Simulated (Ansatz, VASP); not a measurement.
**SiC: VASP beside Ansatz**

The input INCAR:

```
PREC = Accurate
ENCUT = 520
EDIFF = 1E-7
ISMEAR = 0
SIGMA = 0.1
LREAL = False
LASPH = True
NELM = 80
ALGO = Normal
ISIF = 2
LWAVE = False
LCHARG = False
LDIPOL = True
IDIPOL = 3
DIPOL = 0.5 0.5 0.392
GGA = PE
NBANDS = 26
```

The input KPOINTS:

```
regular mesh
0
Gamma
  11 11 1
```

The input POSCAR:

```
SiC
1.0
    3.0969355204      0.0000000000      0.0000000000
    0.0000000000      3.0969355204      0.0000000000
    0.0000000000      0.0000000000     29.0669778592
C Si
4 4
Direct
    0.0006223591      0.4994466509      0.2646944005
    0.5006225667     -0.0005676357      0.3351550413
    0.0006220848      0.4994374095      0.4100276185
    0.5006228471     -0.0005669509      0.4852681400
    0.5006230698      0.4994247582      0.2961266343
    0.0006236813     -0.0005642193      0.3712632039
    0.5006232603      0.4994320092      0.4467185460
    0.0006282268     -0.0006699791      0.5249373943
```

Input for Ansatz:

```yaml
crystal:
  lattice:
    - [3.0969355204, 0.0, 0.0]
    - [0.0, 3.0969355204, 0.0]
    - [0.0, 0.0, 29.0669778592]
  atoms:
    - { symbol: C, position: [0.0006223591, 0.4994466509, 0.2646944005] }
    - { symbol: Si, position: [0.5006230698, 0.4994247582, 0.2961266343] }
    - { symbol: C, position: [0.5006225667, -0.0005676357, 0.3351550413] }
    - { symbol: Si, position: [0.0006236813, -0.0005642193, 0.3712632039] }
    - { symbol: C, position: [0.0006220848, 0.4994374095, 0.4100276185] }
    - { symbol: Si, position: [0.5006232603, 0.4994320092, 0.446718546] }
    - { symbol: C, position: [0.5006228471, -0.0005669509, 0.48526814] }
    - { symbol: Si, position: [0.0006282268, -0.0006699791, 0.5249373943] }
basis:
  ecutwfc: 420
kpoints:
  mp_grid: { grid: [11, 11, 1] }
hamiltonian:
  xc: pbe
scf:
  occupations: { method: gaussian, width: 0.1 }
output:
  forces: true
  stress: true
  eigenvalues: true
  write_density: true
  write_potential: true
  elf: true
  volumetric_format: npy
efield:
  axis: 3
  dipole_correction: true
  ramp_width: 0.04
```

Alike in both runs: task single point; functional PBE; k mesh 11 × 11 × 1; occupations gaussian, width 0.1 eV; no spin polarisation.

```csv
,VASP,Ansatz
version,VASP 6.6.1,Ansatz 0.2.0
potentials or method,"VASP PAW PBE potentials, release 64 (C, Si), cutoff 520 eV","scalar-relativistic, plane waves, PAW"
valence electrons in the cell,32,32
```

```csv
,VASP,Ansatz,Ansatz less VASP
gap on the k mesh at the Fermi level (eV),none,none,-
rms of the force components (eV/Å),0.262,0.261,-0.0013
```

A gap of «none» marks a metal or a gap that the smearing closes. The functional is the same, so the differences come from potentials, cutoffs and numerics. Ansatz's warnings: structure snapped to symmetry, xc potential rough in thin density.
